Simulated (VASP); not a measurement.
# S (P4_2/mmc) in VASP: notebook

The runs below take S through relaxation of cell and atoms, single point, with PBE.

All numbers are computed with VASP 6.6.1; they aren't measurements. Logs are shortened: lines on timing, memory, paths and dates and some standing lists are left out, and cuts for length are marked.

### 1 The cell of the first run

The structure is tetragonal, space group P4_2/mmc (No. 131). The conventional cell has a = 5.799 Å, b = 5.799 Å, c = 4.646 Å, α = 90.00°, β = 90.00°, γ = 90.00°. S (site symmetry m2m) has 5 S at 2.02 to 2.73 Å within 2.8 Å.

The cell was generated, and may not be a known phase.

### 2 Relaxation of cell and atoms, PBE

INCAR reads:

```
SYSTEM = S
PREC     = Accurate       ! precision mode
ENCUT    = 600            ! plane-wave cutoff, eV
EDIFF    = 1E-6           ! SCF threshold, eV
ISMEAR   = 0              ! smearing method
SIGMA    = 0.01           ! smearing width, eV
LREAL    = .FALSE.        ! projectors in reciprocal space
LASPH    = .TRUE.         ! aspherical terms in the spheres
NELM     = 100            ! most SCF steps
ALGO     = Fast           ! electronic algorithm
ISIF     = 3              ! what is computed and relaxed
LWAVE    = .FALSE.        ! write WAVECAR
LCHARG   = .FALSE.        ! write CHGCAR
GGA      = PE             ! functional
IBRION   = 2              ! ionic algorithm
NSW      = 100            ! ionic steps
EDIFFG   = -0.01          ! ionic threshold
```

KPOINTS reads:

```
regular mesh
0
G
  6 6 8
  0 0 0
```

POSCAR reads:

```
S
1.0
    5.7990523628      0.0000000000      0.0000000000
    0.0000000000      5.7990523628      0.0000000000
    0.0000000000      0.0000000000      4.6463951770
S
4
Direct
    0.3256175434      0.5000000000      0.5000000000
    0.6743824566      0.5000000000      0.5000000000
    0.5000000000      0.3256175434      0.0000000000
    0.5000000000      0.6743824566      0.0000000000
```

Potentials or basis: VASP PAW PBE potentials, release 64 (S).

On the command line:

```console
$ cat potpaw_PBE.64/S/POTCAR > POTCAR
$ mpirun -np 1 vasp_std > vasp.out
```

OUTCAR:

```text
SYSTEM = S
   PREC = Accurate
   ENCUT = 600
   EDIFF = 1E-6
   ISMEAR = 0
   LREAL = .FALSE.
   LASPH = .TRUE.
   NELM = 100
   ISIF = 3
   GGA = PE
   IBRION = 2
   NSW = 100
   EDIFFG = -0.01

 ion  position               nearest neighbor table
   1  0.326  0.500  0.500-   2 2.02   3 2.73   4 2.73   3 2.73   4 2.73
   2  0.674  0.500  0.500-   1 2.02   3 2.73   4 2.73   3 2.73   4 2.73
   3  0.500  0.326  0.000-   4 2.02   2 2.73   1 2.73   1 2.73   2 2.73
   4  0.500  0.674  0.000-   3 2.02   2 2.73   1 2.73   1 2.73   2 2.73

  LATTYP: Found a simple tetragonal cell.
 ALAT       =     5.7990523628
 C/A-ratio  =     0.8012335268

  Lattice vectors:

 A1 = (   5.7990523628,   0.0000000000,   0.0000000000)
 A2 = (   0.0000000000,   5.7990523628,   0.0000000000)
 A3 = (   0.0000000000,   0.0000000000,   4.6463951770)

Analysis of symmetry for initial positions (statically):
=====================================================================
 Subroutine PRICEL returns:
 Original cell was already a primitive cell.

 Routine SETGRP: Setting up the symmetry group for a
 simple tetragonal supercell.

 Subroutine GETGRP returns: Found 16 space group operations
 (whereof  8 operations were pure point group operations)
 out of a pool of 16 trial point group operations.

The static configuration has the point symmetry D_2h.
 The point group associated with its full space group is D_4h.

Analysis of symmetry for dynamics (positions and initial velocities):
=====================================================================
 Subroutine PRICEL returns:
 Original cell was already a primitive cell.

 Routine SETGRP: Setting up the symmetry group for a
 simple tetragonal supercell.

 Subroutine GETGRP returns: Found 16 space group operations
 (whereof  8 operations were pure point group operations)
 out of a pool of 16 trial point group operations.

The dynamic configuration has the point symmetry D_2h.
 The point group associated with its full space group is D_4h.

 Subroutine INISYM returns: Found 16 space group operations
 (whereof  8 operations are pure point group operations),
 and found     1 'primitive' translations

----------------------------------------------------------------------------------------

                                     Primitive cell

  volume of cell :     156.2537

  direct lattice vectors                    reciprocal lattice vectors
     5.799052363  0.000000000  0.000000000     0.172441968  0.000000000  0.000000000
     0.000000000  5.799052363  0.000000000     0.000000000  0.172441968  0.000000000
     0.000000000  0.000000000  4.646395177     0.000000000  0.000000000  0.215220609

  length of vectors
     5.799052363  5.799052363  4.646395177     0.172441968  0.172441968  0.215220609

  position of ions in fractional coordinates (direct lattice)
     0.325617543  0.500000000  0.500000000
     0.674382457  0.500000000  0.500000000
     0.500000000  0.325617543  0.000000000
     0.500000000  0.674382457  0.000000000

  ion indices of the primitive-cell ions
   primitive index   ion index
                 1           1
                 2           2
                 3           3
                 4           4

----------------------------------------------------------------------------------------

 KPOINTS: regular mesh

Automatic generation of k-mesh.
 Grid dimensions read from file:
 generate k-points for:    6    6    8

 Generating k-lattice:

  Cartesian coordinates                     Fractional coordinates (reciprocal lattice)
     0.028740328  0.000000000  0.000000000     0.166666667  0.000000000  0.000000000
     0.000000000  0.028740328  0.000000000     0.000000000  0.166666667  0.000000000
     0.000000000  0.000000000  0.026902576     0.000000000  0.000000000  0.125000000

  Length of vectors
     0.028740328  0.028740328  0.026902576

  Shift w.r.t. Gamma in fractional coordinates (k-lattice)
     0.000000000  0.000000000  0.000000000

 Subroutine IBZKPT returns following result:
 ===========================================

 Found     50 irreducible k-points:

 Following reciprocal coordinates:
            Coordinates               Weight
  0.000000  0.000000  0.000000      1.000000
  0.166667  0.000000  0.000000      4.000000
  0.333333  0.000000  0.000000      4.000000
  0.500000  0.000000  0.000000      2.000000
  0.166667  0.166667  0.000000      4.000000
  0.333333  0.166667  0.000000      8.000000
[... 16 lines left out ...]
  0.333333  0.000000  0.250000      8.000000
  0.500000  0.000000  0.250000      4.000000
 [... further k-points ...]
   k-points           NKPTS =     50   k-points in BZ     NKDIM =     50   number of bands    NBANDS=     16
   number of dos      NEDOS =    301   number of ions     NIONS =      4
   total plane-waves  NPLWV =  92160
   dimension x,y,z NGX =    48 NGY =   48 NGZ =   40
   dimension x,y,z NGXF=    96 NGYF=   96 NGZF=   80
   ions per type =               4
   NGX,Y,Z   is equivalent  to a cutoff of  13.76, 13.76, 14.31 a.u.
   NGXF,Y,Z  is equivalent  to a cutoff of  27.52, 27.52, 28.62 a.u.
 SYSTEM =  S
   PREC   = accura    normal or accurate (medium, high low for compatibility)
   ISTART =      0    job   : 0-new  1-cont  2-samecut
   ICHARG =      2    charge: 1-file 2-atom 10-const
   ISPIN  =      1    spin polarized calculation?
   LNONCOLLINEAR =      F non collinear calculations
   LSORBIT =      F    spin-orbit coupling
   LASPH  =      T    aspherical Exc in radial PAW
   ENCUT  =  600.0 eV  44.10 Ry    6.64 a.u.  11.58 11.58  9.28*2*pi/ulx,y,z
   NELM   =    100;   NELMIN=  2; NELMDL= -5     # of ELM steps
   EDIFF  = 0.1E-05   stopping-criterion for ELM
   LREAL  =      F    real-space projection
   EDIFFG = -.1E-01   stopping-criterion for IOM
   NSW    =    100    number of steps for IOM
   IBRION =      2    ionic relax: 0-MD 1-quasi-New 2-CG
   NFREE  =      1    steps in history (QN), initial steepest desc. (CG)
   ISIF   =      3    stress and relaxation
   ISYM   =      2    0-nonsym 1-usesym 2-fastsym
   POTIM  = 0.5000    time-step for ionic-motion
   TEBEG  =    0.0;   TEEND  =   0.0 temperature during run
   PSTRESS=    0.0 pullay stress
   NELECT =      24.0000    total number of electrons
   NUPDOWN=      -1.0000    fix difference up-down
   EMIN   =  10.00;   EMAX   =-10.00  energy-range for DOS
   EFERMI =   0.00;   METHOD = LEGACY
   ISMEAR =     0;   SIGMA  =   0.01  broadening in eV -4-tet -1-fermi 0-gaus
   EFERMI_NEDOS =   21; number of points for ismear=-14 and -15
   IALGO  =     68    algorithm
   IMIX   =      4    mixing-type and parameters
     AMIX     =   0.40;   BMIX     =  1.00
     AMIX_MAG =   1.60;   BMIX_MAG =  1.00
  volume/ion in A,a.u.               =      39.06       263.61
  Fermi-wavevector in a.u.,A,eV,Ry     =   0.876735  1.656790 10.458320  0.768665
  Thomas-Fermi vector in A             =   1.996587
   LORBIT       =      0    0 simple, 1 ext, 2 COOP (PROOUT), +10 PAW based schemes
   GGA     = PE    functional components
   LHFCALC =     F    Hartree Fock is set to
   AEXX    =    0.0000 exact exchange contribution
   IVDW    =     0    specifies the selected vdW correction
   LEPSILON=     F    determine dielectric tensor
   LRPA    =     F    only Hartree local field effects (RPA)
 conjugate gradient relaxation of ions
 non-spin polarized calculation
 RMM-DIIS sequential band-by-band and
 Gauss-broadening in eV      SIGMA  =   0.01
  energy-cutoff  :      600.00
  volume of cell :      156.25
 maximum number of plane-waves:      5248
 NGX is ok and might be reduce to    48
   NGX = 23   NGY = 23   NGZ = 19

--------------------------------------- Ionic step        1  -------------------------------------------

 number of electron      24.0000001 magnetization

 Free energy of the ion-electron system (eV)
  ---------------------------------------------------
  ext. energy  EPLUGINS =         0.00000000
  ---------------------------------------------------
  free energy    TOTEN  =       -13.39602845 eV

  energy without entropy =      -13.39563578  energy(sigma->0) =      -13.39583212

------------------------ aborting loop because EDIFF is reached ----------------------------------------

  FORCE on cell =-STRESS in cart. coord.  units (eV):
  Direction    XX          YY          ZZ          XY          YZ          ZX
  --------------------------------------------------------------------------------------
  -------------------------------------------------------------------------------------
  Total       -0.4480757     -0.4480757      0.5186342      0.0000000      0.0000000      0.0000000
  in kB       -4.5944311     -4.5944311      5.3179163      0.0000000      0.0000000      0.0000000
  external PRESSURE =      -1.2903153 kB  Pullay stress =       0.0000000 kB
[... 95 lines left out ...]
  FREE ENERGIE OF THE ION-ELECTRON SYSTEM (eV)
  ---------------------------------------------------
  free  energy   TOTEN  =       -13.4036809179 eV

  energy  without entropy=      -13.4034423277  energy(sigma->0) =      -13.40356162

 E-fermi :  -0.0077     XC(G=0):  -6.2645

 val. band max:       -0.0274620913   @ k =   0.3333   0.3333   0.2500
 cond. band min:       0.0123190821   @ k =   0.1667   0.0000   0.2500
 fundamental gap:      0.0397811734
 Fermi energy:        -0.0076773421

 k-point     1 :       0.0000    0.0000    0.0000
  band No.  band energies     occupation
      1     -16.9016      2.00000
      2     -13.9175      2.00000
      3     -10.7285      2.00000
      4     -10.7285      2.00000
      5      -7.0607      2.00000
      6      -5.3519      2.00000
[... 8 lines left out ...]
     15       4.3718      0.00000
     16       4.3718      0.00000
[... 420 lines left out ...]
  band No.  band energies     occupation
      1     -16.5844      2.00000
      2     -14.5700      2.00000
      3     -10.8920      2.00000
      4     -10.6625      2.00000
      5      -5.8618      2.00000
      6      -5.1507      2.00000
[... 8 lines left out ...]
     15       2.2130      0.00000
     16       4.3338      0.00000

 [... further k-points ...]

[... ionic steps 4 to 30 ...]

--------------------------------------- Ionic step       31  -------------------------------------------

 number of electron      23.9999998 magnetization

------------------------ aborting loop because EDIFF is reached ----------------------------------------

  FORCE on cell =-STRESS in cart. coord.  units (eV):
  Direction    XX          YY          ZZ          XY          YZ          ZX
  --------------------------------------------------------------------------------------
  -------------------------------------------------------------------------------------
  Total       -0.0693887     -0.0693887      0.1585985      0.0000000      0.0000000      0.0000000
  in kB       -0.7800570     -0.7800570      1.7829389      0.0000000      0.0000000      0.0000000
  external PRESSURE =       0.0742750 kB  Pullay stress =       0.0000000 kB
[... 61 lines left out ...]
  energy  without entropy=      -13.4357827333  energy(sigma->0) =      -13.43584894

--------------------------------------- Ionic step       33  -------------------------------------------

 number of electron      23.9999999 magnetization

 Free energy of the ion-electron system (eV)
  ---------------------------------------------------
  ext. energy  EPLUGINS =         0.00000000
  ---------------------------------------------------
  free energy    TOTEN  =       -13.43601696 eV

  energy without entropy =      -13.43585454  energy(sigma->0) =      -13.43593575

 E-fermi :   0.4491     XC(G=0):  -6.6313

 val. band max:        0.4064339971   @ k =   0.3333   0.3333   0.2500
 cond. band min:       0.4541762246   @ k =   0.0000   0.0000   0.3750
 fundamental gap:      0.0477422275
 Fermi energy:         0.4491134585

 k-point     1 :       0.0000    0.0000    0.0000
  band No.  band energies     occupation
      1     -16.4700      2.00000
      2     -13.5329      2.00000
      3     -10.2075      2.00000
      4     -10.2075      2.00000
      5      -6.6245      2.00000
      6      -5.0957      2.00000
[... 8 lines left out ...]
     15       5.2024      0.00000
     16       5.2024      0.00000
[... 420 lines left out ...]
  band No.  band energies     occupation
      1     -16.1434      2.00000
      2     -14.1552      2.00000
      3     -10.5254      2.00000
      4     -10.1400      2.00000
      5      -5.4394      2.00000
      6      -4.8684      2.00000
[... 8 lines left out ...]
     15       2.5453      0.00000
     16       5.1545      0.00000

 [... further k-points ...]

------------------------ aborting loop because EDIFF is reached ----------------------------------------

  FORCE on cell =-STRESS in cart. coord.  units (eV):
  Direction    XX          YY          ZZ          XY          YZ          ZX
  --------------------------------------------------------------------------------------
  -------------------------------------------------------------------------------------
  Total       -0.0077396     -0.0077396     -0.0114854      0.0000000      0.0000000      0.0000000
  in kB       -0.0867238     -0.0867238     -0.1286968      0.0000000      0.0000000      0.0000000
  external PRESSURE =      -0.1007148 kB  Pullay stress =       0.0000000 kB
[... 19 lines left out ...]
  FREE ENERGIE OF THE ION-ELECTRON SYSTEM (eV)
  ---------------------------------------------------
  free  energy   TOTEN  =       -13.4360169552 eV

  energy  without entropy=      -13.4358545420  energy(sigma->0) =      -13.43593575

 reached required accuracy - stopping structural energy minimisation
```

Wall time 52 min (1 thread of Oxide Virtual Turin-like, shared host); peak memory 0.33 GiB.

Results:

```yaml
Free_energy: -13.4360 eV
Relaxed_volume: 35.75 Å³/atom
Relaxed_cell: a = 5.451 Å, b = 5.451 Å, c = 4.812 Å, α = 90.00°, β = 90.00°, γ = 90.00°
Space_group_after_relaxing_to_0.1_Å: P4_2/mmc (No. 131)
Energy_gained_by_relaxing: 10.0 meV/atom
Ionic_steps: 33
Pressure_after_relaxing: 0.0 GPa
Band_gap_on_the_k_mesh: zero (bands 12 and 13 overlap by 0.20 eV)
```

The path:
```tsv
step	energy change (eV)	largest force (eV/Å)	pressure (GPa)	volume (Å³)
1	0.0000	0.1536	-0.13	156.25
2	-0.0076	0.1725	0.56	155.54
3	-0.0077	0.1815	0.58	155.52
4	-0.0123	0.1664	0.67	155.77
5	-0.0235	0.3611	0.74	156.52
6	-0.0319	0.1693	0.30	157.75
7	-0.0340	0.0113	-0.06	158.80
8	-0.0340	0.0194	-0.05	158.76
9	-0.0341	0.0179	-0.05	158.68
10	-0.0342	0.0099	-0.06	158.45
11	-0.0344	0.0045	-0.06	157.98
12	-0.0347	0.0329	-0.07	157.06
13	-0.0347	0.0866	-0.09	155.21
14	-0.0348	0.0600	-0.08	156.16
15	-0.0348	0.0582	-0.08	156.11
16	-0.0349	0.0550	-0.07	155.98
17	-0.0350	0.0489	-0.06	155.72
18	-0.0353	0.0362	-0.03	155.20
19	-0.0357	0.0105	0.02	154.16
20	-0.0362	0.0430	0.14	152.10
21	-0.0355	0.1559	0.40	148.01
22	-0.0362	0.0751	0.20	151.00
23	-0.0365	0.0730	0.21	150.51
24	-0.0373	0.0676	0.21	149.02
25	-0.0384	0.0605	0.21	146.06
26	-0.0391	0.0604	0.25	140.24
27	-0.0390	0.0669	0.20	143.36
28	-0.0391	0.0658	0.23	141.79
29	-0.0397	0.0171	0.06	142.38
30	-0.0397	0.0509	-0.03	142.64
31	-0.0397	0.0339	0.01	142.52
32	-0.0399	0.0208	0.00	142.71
33	-0.0400	0.0018	-0.01	142.98
```

Final structure:
```yaml
crystal:
  lattice:
    - [5.45130, 0.00000, 0.00000]
    - [0.00000, 5.45130, 0.00000]
    - [0.00000, 0.00000, 4.81160]
  atoms:
    - { symbol: S, position: [0.31718, 0.50000, 0.50000] }
    - { symbol: S, position: [0.68281, 0.50000, 0.50000] }
    - { symbol: S, position: [0.50000, 0.31718, 0.00000] }
    - { symbol: S, position: [0.50000, 0.68281, 0.00000] }
```

Levels at points of the mesh, in eV from the Fermi level:
```tsv
k point	band 9	band 10	band 11	band 12	band 13	band 14	band 15	band 16
(0.00, 0.00, 0.00)	-3.41	-1.48	-1.10	-1.10	0.98	1.02	4.75	4.75
(0.50, 0.00, 0.00)	-3.30	-1.74	-1.39	-1.09	0.82	1.17	2.01	4.77
(0.50, 0.50, 0.00)	-3.41	-2.05	-1.38	-1.38	0.63	1.32	2.12	2.12
(0.00, 0.00, 0.50)	-3.17	-3.17	-0.48	-0.48	1.08	1.08	4.48	4.50
(0.50, 0.00, 0.50)	-3.16	-3.04	-0.82	-0.57	0.86	1.16	2.11	4.56
(0.50, 0.50, 0.50)	-3.03	-3.03	-0.97	-0.97	0.93	0.93	2.14	2.14
```

Caveat: this functional lacks dispersion, which holds the molecules together, so the pressure and a relaxed volume are unreliable; this functional lacks dispersion, which binds layers or chains, so the pressure and a relaxed spacing across them are unreliable.

[end of part 1 of 2]

The gap in the log of VASP goes by the Fermi energy; the results here count the filled bands.